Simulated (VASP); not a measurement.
A run of VASP 6.6.1 is set up as follows.

The input INCAR:

```
SYSTEM = P3Pt2
PREC = Accurate
ENCUT = 520
EDIFF = 1E-6
ISMEAR = 1
SIGMA = 0.2623
LREAL = .FALSE.
LASPH = .TRUE.
NELM = 60
ALGO = Normal
ISIF = 2
LWAVE = .FALSE.
LCHARG = .TRUE.
GGA = PE
LELF = .TRUE.
LVHAR = .TRUE.
NBANDS = 46
```

The input KPOINTS:

```
regular mesh
0
G
  4 4 4
  0 0 0
```

POSCAR

```
P3Pt2
1.0
   -3.9976510000      0.0000000000      3.7360060000
    3.9976510000      0.0000000000      3.7360060000
    0.0000000000      6.0659300000      3.7360060000
Pt P
4 6
Direct
    0.7180000000      0.2820000000      0.0000000000
    0.2820000000      0.7180000000      0.0000000000
    0.7500000000      0.2500000000      0.5000000000
    0.2500000000      0.7500000000      0.5000000000
    0.1333000000      0.1333000000      0.1470000000
    0.2803000000      0.2803000000      0.8530000000
    0.8667000000      0.8667000000      0.8530000000
    0.7197000000      0.7197000000      0.1470000000
    0.8519000000      0.8519000000      0.2962000000
    0.1481000000      0.1481000000      0.7038000000
```

Potentials or basis: VASP PAW PBE potentials, release 64 (Pt, P).

Run with:

```console
$ cat potpaw_PBE.64/Pt/POTCAR potpaw_PBE.64/P/POTCAR > POTCAR
$ mpirun -np 1 vasp_std > vasp.out
```

Question: Estimate the band gap on the k mesh.

Answer: Zero (bands 35 and 36 overlap by 0.59 eV).

Question: Predict the largest force.

Answer: 12.820 eV/Å.

Question: What does it give for the pressure?

Answer: 25.4 GPa.

Forces on the atoms (eV/Å):
```
Pt    0.159   0.000   0.000
Pt   -0.159   0.000   0.000
Pt    0.000   0.000   0.000
Pt    0.000   0.000   0.000
P     0.000   6.960  10.767
P     0.000  -6.960  10.767
P     0.000  -6.960 -10.767
P     0.000   6.960 -10.767
P     0.000  12.584   0.000
P     0.000 -12.584   0.000
```

Caveat: the cell stands under pressure; spin-orbit coupling is left out, which moves the levels of the heavy elements; forces of over 1 eV/Å act on the atoms, so gaps and moduli don't describe the material at rest.
